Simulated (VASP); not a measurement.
# AlCo: single point with PBEsol

The system is AlCo.

```
Al Co
1.0
     2.85792    0.34362    0.34362
     0.34362    2.85792    0.34362
     0.34362    0.34362    2.85792
Al Co
1 1
Direct
  0.00000 0.00000 0.00000
  0.50000 0.50000 0.50000
```

This cell differs from its parent crystal: ratio of the length along [111] to the lengths across it x 1.41, volume and fractional coordinates fixed.

| Property | Result |
| --- | --- |
| Program | VASP 6.6.1 |
| Task | single point |
| Functional | PBEsol |
| Potentials or basis | VASP PAW PBE potentials, release 64 (Al, Co) |
| Cutoff | 520 eV |
| k mesh | 18 × 18 × 18 |
| Occupations | gaussian, width 0.15 eV |
| Spin | no spin polarisation |

```yaml
Pressure: 17.0 GPa
Band_gap_on_the_k_mesh: zero (band 6 reaches 11.41 eV, above the bottom of band 7 at 10.43 eV)
```

Stress tensor (GPa, compression positive):
```
 16.98 -16.07 -16.07
-16.07  16.98 -16.07
-16.07 -16.07  16.98
```

Levels at points of the mesh, in eV from the Fermi level:
| k point | band 4 | band 5 | band 6 | band 7 | band 8 | band 9 |
| --- | --- | --- | --- | --- | --- | --- |
| (0.00, 0.00, 0.00) | -1.46 | -1.46 | -0.88 | 6.52 | 6.52 | 8.15 |
| (0.50, 0.00, 0.00) | -1.61 | -1.51 | -1.10 | 0.21 | 7.30 | 10.01 |
| (0.50, 0.50, 0.00) | -1.55 | -1.30 | -0.57 | -0.41 | 1.66 | 5.47 |
| (0.50, 0.50, 0.50) | -2.17 | -0.46 | -0.46 | 2.24 | 4.66 | 4.66 |

It took 2.3 min on 1 thread of AMD EPYC 9R45 96-Core Processor (Zen 5), on a shared host, peak memory 0.26 GiB.

Caveat: the PAW data sets were made with another functional, which shifts forces and pressure a little. Spin polarisation is off, so any magnetic state and its effect on volume and gap are missing.
